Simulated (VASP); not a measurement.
Set up this calculation in VASP 6.6.1, as the native input.

| Property | Result |
| --- | --- |
| Task | electric field gradients |
| Functional | PBE |
| Potentials or basis | VASP PAW PBE potentials, release 64 (Y_sv) |
| Cutoff | 520 eV |
| k mesh | 12 × 12 × 7 |
| Occupations | fermi-dirac, width 0.08 eV |
| Spin | no spin polarisation |
| Dipole correction | no |
| Further INCAR settings | ALGO = Normal; EDIFF = 1e-08; NBANDS = 18 |

The structure of Y lies in POSCAR:

```
Y
1.0
    3.6791974790      0.0000000000      0.0000000000
   -1.8395987394      3.1862784823      0.0000000000
    0.0000000000      0.0000000000      5.6611890000
Y
2
Direct
    0.3333333333      0.6666666667      0.2500000000
    0.6666666667      0.3333333333      0.7500000000
```

This cell differs from its parent crystal: z stretched by -1.5 % at fixed volume.

These files were run (other wordings do the same):

INCAR

```
PREC     = Accurate       # precision mode
ENCUT    = 520            # plane-wave cutoff, eV
EDIFF    = 1E-8           # SCF threshold, eV
ISMEAR   = -1             # smearing method
SIGMA    = 0.08           # smearing width, eV
LREAL    = False          # projectors in reciprocal space
LASPH    = True           # aspherical terms in the spheres
NELM     = 100            # most SCF steps
ALGO     = Normal         # electronic algorithm
ISIF     = 2              # what is computed and relaxed
LWAVE    = False          # write WAVECAR
LCHARG   = False          # write CHGCAR
GGA      = PE             # functional
LEFG     = True         
NBANDS   = 18             # bands
```

KPOINTS

```
Automatic mesh
0
Gamma
  12 12 7
```

Potentials or basis: VASP PAW PBE potentials, release 64 (Y_sv).

Command:

```bash
$ cat potpaw_PBE.64/Y_sv/POTCAR > POTCAR
$ mpirun -np 1 vasp_std > vasp.out
```

Results of the run:

| Item | Value |
| --- | --- |
| Pressure | -0.4 GPa |
| Band gap on the k mesh | zero (band 11 reaches 3.93 eV, above the bottom of band 12 at 2.47 eV) |

Caveat: without QUAD_EFG the Cq values of the log hold for a quadrupole moment of 1 mb, not for the nuclei.

Wall time 44 s on 1 thread of Intel(R) Xeon(R) 6975P-C (Granite Rapids), on a shared host, peak memory 0.23 GiB.
